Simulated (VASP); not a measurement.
A run of VASP 6.6.1:

Contents of INCAR:

```
SYSTEM = Na2ReP2
  PREC = Accurate
  ENCUT = 600
  EDIFF = 1E-7
  ISMEAR = 0
  SIGMA = 0.1
  LREAL = .FALSE.
  LASPH = .TRUE.
  NELM = 80
  ALGO = Normal
  ISIF = 3
  LWAVE = .FALSE.
  LCHARG = .FALSE.
  GGA = PE
  IBRION = 2
  NSW = 90
  EDIFFG = -0.04
```

The input KPOINTS:

```
Automatic mesh
0
G
  6 6 6
  0 0 0
```

File POSCAR:

```
Na2ReP2
1.0
   -2.0348587735      2.0348587735      5.3389858908
    2.0348587735     -2.0348587735      5.3389858908
    2.0348587735      2.0348587735     -5.3389858908
Na Re P
2 1 2
Direct
    0.2500000000      0.7500000000      0.5000000000
    0.7500000000      0.2500000000      0.5000000000
    0.0000000000      0.0000000000      0.0000000000
    0.6260000000      0.6260000000      0.0000000000
    0.3740000000      0.3740000000      0.0000000000
```

Potentials or basis: VASP PAW PBE potentials, release 64 (Na_pv, Re, P).

Command:

```bash
$ cat potpaw_PBE.64/Na_pv/POTCAR potpaw_PBE.64/Re/POTCAR potpaw_PBE.64/P/POTCAR > POTCAR
$ mpirun -np 1 vasp_std > vasp.out
```

Hardware: 1 thread of Intel(R) Xeon(R) 6975P-C (Granite Rapids), with other jobs on the host.

**Question.** Estimate the wall time of this run.

**Answer.** It took 11 min on 1 thread of Intel(R) Xeon(R) 6975P-C (Granite Rapids), on a shared host, peak memory 0.44 GiB. Counts: scf iterations 159, k points 30, ion steps 16.
